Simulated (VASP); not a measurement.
Runs of VASP 6.6.1 on HfC. The structure is that of space group P6_3/mmc (No. 194), or close to it. The cells are those of the table. 

```csv
level,potentials or basis,cell,cutoff (eV),gap on the mesh (eV),pressure (GPa)
LDA,"VASP PAW LDA potentials, release 64 (Hf_pv, C)","a = 3.475, b = 3.475, c = 5.409 Å, angles 90.0, 90.0, 120.0°, 4 atoms",600,none,-31.8
PBE,"VASP PAW PBE potentials, release 64 (Hf_pv, C)","a = 3.456, b = 3.456, c = 5.222 Å, angles 90.0, 90.0, 120.0°, 4 atoms",520,none,-15.8
PBE,"VASP PAW PBE potentials, release 64 (Hf_pv, C)","a = 3.349, b = 3.349, c = 5.056 Å, angles 90.0, 90.0, 120.0°, 4 atoms",520,none,(a)
PBE,"VASP PAW PBE potentials, release 64 (Hf_pv, C)","a = 3.313, b = 3.313, c = 5.079 Å, angles 90.0, 90.0, 120.0°, 4 atoms",520,none,8.9
PBE,"VASP PAW PBE potentials, release 64 (Hf_pv, C)","a = 3.273, b = 3.273, c = 5.172 Å, angles 90.0, 90.0, 120.0°, 4 atoms",520,none,10.9
PBE,"VASP PAW PBE potentials, release 64 (Hf_pv, C)","a = 3.564, b = 3.564, c = 5.078 Å, angles 90.0, 90.0, 120.0°, 4 atoms",520,none,(b)
PBE,"VASP PAW PBE potentials, release 64 (Hf_pv, C)","a = 3.374, b = 3.374, c = 5.096 Å, angles 90.0, 90.0, 120.0°, 4 atoms",520,none,-1.3
```

Alike in all rows: task single point; no spin polarisation; k mesh 15 × 15 × 8; smearing gaussian 0.1 eV.

Q: Estimate the missing entries.

A: (a) 4.4; (b) -21.5.

Caveats: spin-orbit coupling is left out, which moves the levels of the heavy elements.

A k mesh can miss the band edges, and the runs leave out spin-orbit coupling on Hf.

A gap of «none» marks levels without a gap at the run's occupations.
